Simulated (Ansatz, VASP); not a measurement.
## Two plane-wave programs on Zr

Contents of INCAR:

```
SYSTEM = Zr
PREC = Accurate ; ENCUT = 600
EDIFF = 1E-6 ; ISMEAR = 0
SIGMA = 0.1 ; LREAL = .False.
LASPH = .True. ; NELM = 60
ALGO = Fast ; ISIF = 3
LWAVE = .False. ; LCHARG = .False.
GGA = CA ; IBRION = 2
NSW = 100 ; EDIFFG = -0.002
```

Contents of KPOINTS:

```
regular mesh
0
Gamma
  15 15 8
  0 0 0
```

POSCAR

```
Zr
1.0
    3.2320000000      0.0000000000      0.0000000000
   -1.6160000000      2.7989941050      0.0000000000
    0.0000000000      0.0000000000      5.1470000000
Zr
2
Direct
    0.3333333333      0.6666666667      0.2500000000
    0.6666666667      0.3333333333      0.7500000000
```

Input for Ansatz:

```yaml
crystal:
  lattice:
    - [3.232, 0.0, 0.0]
    - [-1.616, 2.798994105, 0.0]
    - [0.0, 0.0, 5.147]
  atoms:
    - { symbol: Zr, position: [0.3333333333, 0.6666666667, 0.25] }
    - { symbol: Zr, position: [0.6666666667, 0.3333333333, 0.75] }
basis:
  ecutwfc: 420
kpoints:
  mp_grid: { grid: [15, 15, 8] }
hamiltonian:
  xc: lda
scf:
  occupations: { method: gaussian, width: 0.1 }
output:
  forces: true
  stress: true
  eigenvalues: true
  write_density: true
  write_potential: true
  elf: true
  volumetric_format: npy
relax:
  adjacent_minimum: "off"
  f_tol: 0.002
  max_steps: 80
  cell: { stress_tol: 0.02 }
```

Alike in both runs: task relaxation of cell and atoms; functional LDA; k mesh 15 × 15 × 8; occupations gaussian, width 0.1 eV; no spin polarisation.

|  | VASP | Ansatz |
| --- | --- | --- |
| version | VASP 6.6.1 | Ansatz 0.2.0 |
| potentials or method | VASP PAW LDA potentials, release 64 (Zr_sv), cutoff 600 eV | scalar-relativistic, plane waves, PAW |
| valence electrons in the cell | 24 | 24 |

|  | VASP | Ansatz | Ansatz less VASP |
| --- | --- | --- | --- |
| gap on the k mesh at the Fermi level, each at its own relaxed structure (eV) | none | none | - |
| relaxed volume (Å³/atom) | 21.80 | 21.78 | -0.023 |
| relaxed cell length with the largest relative difference (Å) | 5.097 | 5.092 | -0.0049 |

LDA's correlation is that of Perdew and Zunger in VASP and of Perdew and Wang (1992) in Ansatz. A gap of «none» marks a metal or a gap that the smearing closes.
